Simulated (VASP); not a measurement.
A run of VASP 6.6.1 is set up as follows.

POSCAR

```
La
1.0
    3.7700000000      0.0000000000      0.0000000000
   -1.8850000000      3.2649157723      0.0000000000
    0.0000000000      0.0000000000     12.1590000000
La
4
Direct
    0.6666666667      0.3333333333      0.2500000000
    0.3333333333      0.6666666667      0.7500000000
    0.0000000000      0.0000000000      0.5000000000
    0.0000000000      0.0000000000      0.0000000000
```

File INCAR.step1:

```
SYSTEM = La
  PREC = Accurate
  ENCUT = 520
  ISMEAR = -1
  SIGMA = 0.05
  LREAL = .False.
  LASPH = .True.
  NELM = 60
  NBANDS = 30
  GGA = PE
  ALGO = Normal
  EDIFF = 1E-4
  LWAVE = .True.
  LCHARG = .False.
```

Contents of INCAR.step2:

```
SYSTEM = La
  PREC = Accurate
  ENCUT = 520
  EDIFF = 1E-6
  ISMEAR = -1
  SIGMA = 0.05
  LREAL = .False.
  LASPH = .True.
  NELM = 60
  ALGO = Normal
  ISIF = 2
  LWAVE = .False.
  LCHARG = .False.
  METAGGA = R2SCAN
  LMIXTAU = .True.
  NBANDS = 30
  ISTART = 1
```

The input KPOINTS:

```
regular mesh
0
Gamma
  5 5 2
  0 0 0
```

Potentials or basis: VASP PAW PBE potentials, release 64 (La).

Launch:

```sh
$ cat potpaw_PBE.64/La/POTCAR > POTCAR
$ cp INCAR.step1 INCAR
$ mpirun -np 1 vasp_std > vasp.out
$ cp INCAR.step2 INCAR
$ mpirun -np 1 vasp_std > vasp.out
```

**Question.** Predict the pressure.

**Answer.** 0.2 GPa.

**Question.** Predict the band gap on the k mesh.

**Answer.** Zero (bands 22 and 23 overlap by 1.02 eV).

Stress tensor (GPa, compression positive):
```
 0.87  0.00  0.00
 0.00  0.87  0.00
 0.00  0.00 -1.02
```

Caveat: the k points lie up to 0.38 Å⁻¹ apart, too coarse for converged energies and pressures of a metal; the PAW data sets were made with another functional, which shifts forces and pressure a little; spin-orbit coupling is left out, which moves the levels of the heavy elements.
